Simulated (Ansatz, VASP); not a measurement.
## Pd in VASP and in Ansatz

Contents of INCAR:

```
PREC     = Accurate       # precision mode
ENCUT    = 520            # plane-wave cutoff, eV
EDIFF    = 1E-6           # SCF threshold, eV
ISMEAR   = -1             # smearing method
SIGMA    = 0.05           # smearing width, eV
LREAL    = False          # projectors in reciprocal space
LASPH    = True           # aspherical terms in the spheres
NELM     = 150            # most SCF steps
ALGO     = Normal         # electronic algorithm
ISIF     = 2              # what is computed and relaxed
LWAVE    = False          # write WAVECAR
LCHARG   = False          # write CHGCAR
ISPIN    = 2              # spin polarisation
MAGMOM   = 0.5            # initial moments
LORBIT   = 11             # projections on sites
LMAXMIX  = 4              # l up to which the mixer works
GGA      = PS             # functional
NBANDS   = 15             # bands
```

KPOINTS

```
Automatic mesh
0
Gamma
  14 14 14
```

File POSCAR:

```
Pd
1.0
    2.6328949216      0.0000000000      0.0000000000
    0.0000000000      2.6328949216      0.0000000000
    0.0000000000      0.0000000000      2.6328949216
Pd
1
Direct
    0.0000000000      0.0000000000      0.0000000000
```

Input for Ansatz:

```yaml
crystal:
  lattice:
    - [2.6328949216, 0.0, 0.0]
    - [0.0, 2.6328949216, 0.0]
    - [0.0, 0.0, 2.6328949216]
  atoms:
    - { symbol: Pd, position: [0.0, 0.0, 0.0], spin: 0.5 }
hamiltonian:
  xc: pbesol
  pseudopotentials:
    kind: paw
    azcp:
      Pd: "pseudopotentials/Pd.paw.azcp"
basis:
  ecutwfc: 420
  fft_grid_basis: typed
kpoints:
  mp_grid: { grid: [14, 14, 14], shift: [0, 0, 0] }
magnetization:
  spin_polarized: true
scf:
  occupations: { method: fermi_dirac, width: 0.05 }
  lower_state_search: "off"
output:
  stress: true
  write_density: true
  write_potential: true
  elf: true
  volumetric_format: npy
```

Alike in both runs: task single point; functional PBEsol; k mesh 14 × 14 × 14; occupations fermi-dirac, width 0.05 eV; collinear spin.

|  | VASP | Ansatz |
| --- | --- | --- |
| version | VASP 6.6.1 | Ansatz 0.2.0 |
| potentials or method | VASP PAW PBE potentials, release 64 (Pd), cutoff 520 eV | plane waves (420 eV) with PAW, scalar-relativistic |
| valence electrons in the cell | 10 | 18 |

Ansatz gave:

* pressure (GPa): -9.3
* net moment per atom (μB): 0.00

Q: Estimate VASP's values.

A: Pressure (GPa): -9.5; net moment per atom (μB): 0.00.

VASP's potentials were made for PBE, not for PBEsol, and Ansatz warns of the same on its side. VASP's potentials hold 10 valence electrons a cell and Ansatz's 18, so a difference there can come from the potentials and not from the codes. Ansatz's warnings: seeded moment not kept.
